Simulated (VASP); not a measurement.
# Mn (Pm-3m) in VASP: notebook, part 2 of 2

VASP 6.6.1.

## Step 3: Relaxation of cell and atoms, LDA, collinear spin, ferromagnetic start, target pressure 120 GPa, at which the enthalpy is minimised

Input file INCAR:

```
ALGO     = Normal         # electronic algorithm
EDIFF    = 1E-7           # SCF threshold, eV
EDIFFG   = -0.005         # ionic threshold
ENCUT    = 600            # plane-wave cutoff, eV
GGA      = CA             # functional
IBRION   = 2              # ionic algorithm
ISIF     = 3              # what is computed and relaxed
ISMEAR   = -1             # smearing method
ISPIN    = 2              # spin polarisation
LASPH    = T              # aspherical terms in the spheres
LCHARG   = F              # write CHGCAR
LMAXMIX  = 4              # l up to which the mixer works
LORBIT   = 11             # projections on sites
LREAL    = F              # projectors in reciprocal space
LWAVE    = F              # write WAVECAR
MAGMOM   = 3              # initial moments
NELM     = 150            # most SCF steps
NSW      = 32             # ionic steps
PREC     = Accurate       # precision mode
PSTRESS  = 1200.0       
SIGMA    = 0.05           # smearing width, eV
```

Input file KPOINTS:

```
k-points
0
Gamma
  18 18 18
```

Input file POSCAR:

```
Mn
1.0
    2.0384777174      0.0000000000      0.0000000000
    0.0000000000      2.0384777174      0.0000000000
    0.0000000000      0.0000000000      2.0384777174
Mn
1
Direct
    0.0000000000      0.0000000000      0.0000000000
```

Potentials or basis: VASP PAW LDA potentials, release 64 (Mn_pv).

Started as:

```bash
> cat potpaw_LDA.64/Mn_pv/POTCAR > POTCAR
> mpirun -np 1 vasp_std > vasp.out
```

OUTCAR:

```text
EDIFF = 1E-7
   EDIFFG = -0.005
   ENCUT = 600
   GGA = CA
   IBRION = 2
   ISIF = 3
   ISMEAR = -1
   ISPIN = 2
   LASPH = T
   LORBIT = 11
   LREAL = F
   NELM = 150
   NSW = 32
   PREC = Accurate
   PSTRESS = 1200.0

 ion  position               nearest neighbor table
   1  0.000  0.000  0.000-

  LATTYP: Found a simple cubic cell.
 ALAT       =     2.0384777174

  Lattice vectors:

 A1 = (   2.0384777174,   0.0000000000,   0.0000000000)
 A2 = (   0.0000000000,   2.0384777174,   0.0000000000)
 A3 = (   0.0000000000,   0.0000000000,   2.0384777174)

Analysis of symmetry for initial positions (statically):
=====================================================================
 Subroutine PRICEL returns:
 Original cell was already a primitive cell.

 Routine SETGRP: Setting up the symmetry group for a
 simple cubic supercell.

 Subroutine GETGRP returns: Found 48 space group operations
 (whereof 48 operations were pure point group operations)
 out of a pool of 48 trial point group operations.

The static configuration has the point symmetry O_h .

Analysis of symmetry for dynamics (positions and initial velocities):
=====================================================================
 Subroutine PRICEL returns:
 Original cell was already a primitive cell.

 Routine SETGRP: Setting up the symmetry group for a
 simple cubic supercell.

 Subroutine GETGRP returns: Found 48 space group operations
 (whereof 48 operations were pure point group operations)
 out of a pool of 48 trial point group operations.

The dynamic configuration has the point symmetry O_h .

Analysis of structural, dynamic, and magnetic symmetry:
=====================================================================
 Subroutine PRICEL returns:
 Original cell was already a primitive cell.

 Routine SETGRP: Setting up the symmetry group for a
 simple cubic supercell.

 Subroutine GETGRP returns: Found 48 space group operations
 (whereof 48 operations were pure point group operations)
 out of a pool of 48 trial point group operations.

The overall configuration has the point symmetry O_h .

 Subroutine INISYM returns: Found 48 space group operations
 (whereof 48 operations are pure point group operations),
 and found     1 'primitive' translations

----------------------------------------------------------------------------------------

                                     Primitive cell

  volume of cell :       8.4707

  direct lattice vectors                    reciprocal lattice vectors
     2.038477717  0.000000000  0.000000000     0.490562144  0.000000000  0.000000000
     0.000000000  2.038477717  0.000000000     0.000000000  0.490562144  0.000000000
     0.000000000  0.000000000  2.038477717     0.000000000  0.000000000  0.490562144

  length of vectors
     2.038477717  2.038477717  2.038477717     0.490562144  0.490562144  0.490562144

  position of ions in fractional coordinates (direct lattice)
     0.000000000  0.000000000  0.000000000

  ion indices of the primitive-cell ions
   primitive index   ion index
                 1           1

----------------------------------------------------------------------------------------

 KPOINTS: k-points

Automatic generation of k-mesh.
[... 55 lines left out ...]
   NGXF,Y,Z  is equivalent  to a cutoff of  26.10, 26.10, 26.10 a.u.
 SYSTEM =  unknown system
   PREC   = accura    normal or accurate (medium, high low for compatibility)
   ISTART =      0    job   : 0-new  1-cont  2-samecut
   ICHARG =      2    charge: 1-file 2-atom 10-const
   ISPIN  =      2    spin polarized calculation?
   LNONCOLLINEAR =      F non collinear calculations
   LSORBIT =      F    spin-orbit coupling
   LASPH  =      T    aspherical Exc in radial PAW
   ENCUT  =  600.0 eV  44.10 Ry    6.64 a.u.   4.07  4.07  4.07*2*pi/ulx,y,z
   NELM   =    150;   NELMIN=  2; NELMDL= -5     # of ELM steps
   EDIFF  = 0.1E-06   stopping-criterion for ELM
   LREAL  =      F    real-space projection
   EDIFFG = -.5E-02   stopping-criterion for IOM
   NSW    =     32    number of steps for IOM
   IBRION =      2    ionic relax: 0-MD 1-quasi-New 2-CG
   NFREE  =      1    steps in history (QN), initial steepest desc. (CG)
   ISIF   =      3    stress and relaxation
   ISYM   =      2    0-nonsym 1-usesym 2-fastsym
   POTIM  = 0.5000    time-step for ionic-motion
   TEBEG  =    0.0;   TEEND  =   0.0 temperature during run
   PSTRESS= 1200.0 pullay stress
   NELECT =      13.0000    total number of electrons
   NUPDOWN=      -1.0000    fix difference up-down
   EMIN   =  10.00;   EMAX   =-10.00  energy-range for DOS
   EFERMI =   0.00;   METHOD = LEGACY
   ISMEAR =    -1;   SIGMA  =   0.05  broadening in eV -4-tet -1-fermi 0-gaus
   EFERMI_NEDOS =   21; number of points for ismear=-14 and -15
   IALGO  =     38    algorithm
   IMIX   =      4    mixing-type and parameters
     AMIX     =   0.40;   BMIX     =  1.00
     AMIX_MAG =   1.60;   BMIX_MAG =  1.00
  volume/ion in A,a.u.               =       8.47        57.16
  Fermi-wavevector in a.u.,A,eV,Ry     =   1.888354  3.568471 48.516732  3.565879
  Thomas-Fermi vector in A             =   2.930188
   LORBIT       =     11    0 simple, 1 ext, 2 COOP (PROOUT), +10 PAW based schemes
   GGA     = CA    functional components
   LHFCALC =     F    Hartree Fock is set to
   AEXX    =    0.0000 exact exchange contribution
   IVDW    =     0    specifies the selected vdW correction
   LEPSILON=     F    determine dielectric tensor
   LRPA    =     F    only Hartree local field effects (RPA)
 conjugate gradient relaxation of ions
 spin polarized calculation
  energy-cutoff  :      600.00
  volume of cell :        8.47
 maximum number of plane-waves:       300
   NGX =  9   NGY =  9   NGZ =  9

--------------------------------------- Ionic step        1  -------------------------------------------

 number of electron      13.0000013 magnetization       0.0002984

 number of electron      13.0000013 magnetization      -0.0000002

 Free energy of the ion-electron system (eV)
  ---------------------------------------------------
  ext. energy  EPLUGINS =         0.00000000
  ---------------------------------------------------
  free energy    TOTEN  =        -8.42727626 eV

  energy without entropy =       -8.41719500  energy(sigma->0) =       -8.42223563

------------------------ aborting loop because EDIFF is reached ----------------------------------------

  FORCE on cell =-STRESS in cart. coord.  units (eV):
  Direction    XX          YY          ZZ          XY          YZ          ZX
  --------------------------------------------------------------------------------------
  -------------------------------------------------------------------------------------
  Total        6.6621545      6.6621545      6.6621545     -0.0000000     -0.0000000      0.0000000
  in kB     1260.1068616   1260.1068616   1260.1068616     -0.0000000     -0.0000000      0.0000000
  external PRESSURE =      60.1068616 kB  Pullay stress =    1200.0000000 kB
[... 65 lines left out ...]
 number of electron      13.0000005 magnetization      -0.0000336

 number of electron      13.0000005 magnetization       0.0000024

 Free energy of the ion-electron system (eV)
  ---------------------------------------------------
  ext. energy  EPLUGINS =         0.00000000
  ---------------------------------------------------
  free energy    TOTEN  =        -8.48206686 eV

  energy without entropy =       -8.47198302  energy(sigma->0) =       -8.47702494

 E-fermi :  14.4381     XC(G=0): -15.6826

 val. band max:       14.4310010618   @ k =   0.4444   0.2222   0.0000
 cond. band min:      14.4436306942   @ k =   0.5000   0.5000   0.0556
 fundamental gap:      0.0126296324
 Fermi energy:        14.4380657222

 spin component 1

 k-point     1 :       0.0000    0.0000    0.0000
  band No.  band energies     occupation
      1     -32.6234      1.00000
      2     -32.6234      1.00000
      3     -32.6234      1.00000
      4       5.0744      1.00000
      5       8.8091      1.00000
      6       8.8091      1.00000
      7      17.0935      0.00000
      8      17.0935      0.00000
      9      17.0935      0.00000
     10      39.4308      0.00000
     11      39.4308      0.00000
     12      39.4308      0.00000
[... 333 lines left out ...]
      1     -34.3579      1.00000
      2     -32.7337      1.00000
      3     -32.4378      1.00000
      4       8.8321      1.00000
      5      10.0298      1.00000
      6      11.9434      1.00000
      7      14.8227      0.00046
      8      15.0886      0.00000
      9      16.9449      0.00000
     10      27.4627      0.00000
     11      39.0526      0.00000
     12      43.4634      0.00000

 [... further k-points ...]

 spin component 2

 k-point     1 :       0.0000    0.0000    0.0000
  band No.  band energies     occupation
      1     -32.6234      1.00000
      2     -32.6234      1.00000
      3     -32.6234      1.00000
      4       5.0744      1.00000
      5       8.8091      1.00000
      6       8.8091      1.00000
      7      17.0935      0.00000
      8      17.0935      0.00000
      9      17.0935      0.00000
     10      39.4308      0.00000
     11      39.4308      0.00000
     12      39.4308      0.00000
[... 377 lines left out ...]
  energy  without entropy=       -8.4719830180  energy(sigma->0) =       -8.47702494

  enthalpy is  TOTEN    =        -2.0842063244 eV   P V=        6.3978605367

 reached required accuracy - stopping structural energy minimisation

 total charge

# of ion       s       p       d       tot
------------------------------------------
    1        0.539   6.510   5.747  12.796

 magnetization (x)

# of ion       s       p       d       tot
------------------------------------------
    1       -0.000   0.000   0.000   0.000
```

Wall time 68 s (1 thread of Intel Xeon 8259CL, shared host); peak memory 0.15 GiB.

What came out:

```yaml
Free_energy: -8.4821 eV
Relaxed_volume: 8.54 Å³/atom
Relaxed_cell: a = 2.044 Å, b = 2.044 Å, c = 2.044 Å, α = 90.00°, β = 90.00°, γ = 90.00°
Space_group_after_relaxing_to_0.05_Å: Pm-3m (No. 221)
Energy_change_on_relaxing_the_enthalpy_is_what_falls: -54.8 meV/atom
Ionic_steps: 3
Pressure_after_relaxing: 120.0 GPa
Net_moment: 0.00 μB per cell
Valence_electrons_inside_the_program's_atomic_spheres: Mn 12.80
```

Step by step:
| step | energy change (eV) | largest force (eV/Å) | pressure (GPa) | volume (Å³) |
| --- | --- | --- | --- | --- |
| 1 | 0.0000 | 0.0000 | 126.01 | 8.47 |
| 2 | -0.2712 | 0.0000 | 94.67 | 8.87 |
| 3 | -0.0548 | 0.0000 | 120.01 | 8.54 |

Final structure:
```
CELL_PARAMETERS angstrom
2.04419 0.00000 0.00000
0.00000 2.04419 0.00000
0.00000 0.00000 2.04419
ATOMIC_POSITIONS crystal
Mn 0.00000 0.00000 0.00000
```

Levels at points of the mesh, in eV from the Fermi level:
Spin up:
| k point | band 2 | band 3 | band 4 | band 5 | band 6 | band 7 | band 8 | band 9 | band 10 | band 11 |
| --- | --- | --- | --- | --- | --- | --- | --- | --- | --- | --- |
| (0.00, 0.00, 0.00) | -47.06 | -47.06 | -9.36 | -5.63 | -5.63 | 2.66 | 2.66 | 2.66 | 24.99 | 24.99 |
| (0.50, 0.00, 0.00) | -46.84 | -46.84 | -4.49 | -4.41 | -1.00 | -0.35 | -0.35 | 2.93 | 10.19 | 24.96 |
| (0.50, 0.50, 0.00) | -49.00 | -46.64 | -7.83 | -3.07 | 0.31 | 0.31 | 4.65 | 8.38 | 8.38 | 16.09 |
| (0.50, 0.50, 0.50) | -48.66 | -48.66 | -5.47 | -5.47 | -5.47 | 4.82 | 4.82 | 12.21 | 19.72 | 19.72 |
Spin down:
| k point | band 3 | band 4 | band 5 | band 6 | band 7 | band 8 | band 9 | band 10 |
| --- | --- | --- | --- | --- | --- | --- | --- | --- |
| (0.00, 0.00, 0.00) | -47.06 | -9.36 | -5.63 | -5.63 | 2.66 | 2.66 | 2.66 | 24.99 |
| (0.50, 0.00, 0.00) | -46.84 | -4.49 | -4.41 | -1.00 | -0.35 | -0.35 | 2.93 | 10.19 |
| (0.50, 0.50, 0.00) | -46.64 | -7.83 | -3.07 | 0.31 | 0.31 | 4.65 | 8.38 | 8.38 |
| (0.50, 0.50, 0.50) | -48.66 | -5.47 | -5.47 | -5.47 | 4.82 | 4.82 | 12.21 | 19.72 |

Caveat: the starting moments collapsed, and a magnetic state may lie lower; the cell is relaxed towards a set pressure, so the enthalpy falls and the energy may rise.
